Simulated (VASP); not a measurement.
Write the native input for VASP 6.6.1 that does the following.

| Item | Value |
| --- | --- |
| Task | single point |
| Functional | PBE |
| Potentials or basis | VASP PAW PBE potentials, release 64 (Na_pv, H) |
| Cutoff | 520 eV |
| k mesh | 15 × 15 × 15 |
| Occupations | methfessel-paxton, width 0.05 eV |
| Spin | no spin polarisation |
| Dipole correction | no |
| Further INCAR settings | ALGO = Normal; EDIFF = 1e-07; NBANDS = 11 |

The structure of NaH lies in POSCAR:

```
NaH
1.0
    0.0000000000      2.4400000000      2.4400000000
    2.4400000000      0.0000000000      2.4400000000
    2.4400000000      2.4400000000      0.0000000000
Na H
1 1
Direct
   -0.0125970000      0.0013660000      0.0060060000
    0.5005580000      0.4984190000      0.5048660000
```

One way to write it, as run:

INCAR

```
SYSTEM = NaH
PREC     = Accurate       ! precision mode
ENCUT    = 520            ! plane-wave cutoff, eV
EDIFF    = 1E-7           ! SCF threshold, eV
ISMEAR   = 1              ! smearing method
SIGMA    = 0.05           ! smearing width, eV
LREAL    = .False.        ! projectors in reciprocal space
LASPH    = .True.         ! aspherical terms in the spheres
NELM     = 80             ! most SCF steps
ALGO     = Normal         ! electronic algorithm
ISIF     = 2              ! what is computed and relaxed
LWAVE    = .False.        ! write WAVECAR
LCHARG   = .True.         ! write CHGCAR
GGA      = PE             ! functional
LELF     = .True.         ! ELF
LVHAR    = .True.       
NBANDS   = 11             ! bands
```

KPOINTS

```
regular mesh
0
Gamma
  15 15 15
  0 0 0
```

Potentials or basis: VASP PAW PBE potentials, release 64 (Na_pv, H).

The run is started by

```console
$ cat potpaw_PBE.64/Na_pv/POTCAR potpaw_PBE.64/H/POTCAR > POTCAR
$ mpirun -np 1 vasp_std > vasp.out
```

It gave:

```yaml
Pressure: -0.7 GPa
Largest_force: 0.031 eV/Å
Band_gap_on_the_k_mesh: 3.82 eV (least direct gap 4.61 eV)
```

Caveat: an odd mesh through Γ misses points on the zone boundary, where band edges can lie.

Wall time 11 min on 1 thread of Intel(R) Xeon(R) Platinum 8259CL CPU @ 2.50GHz (Skylake/Cascade Lake), on a shared host, peak memory 0.57 GiB.
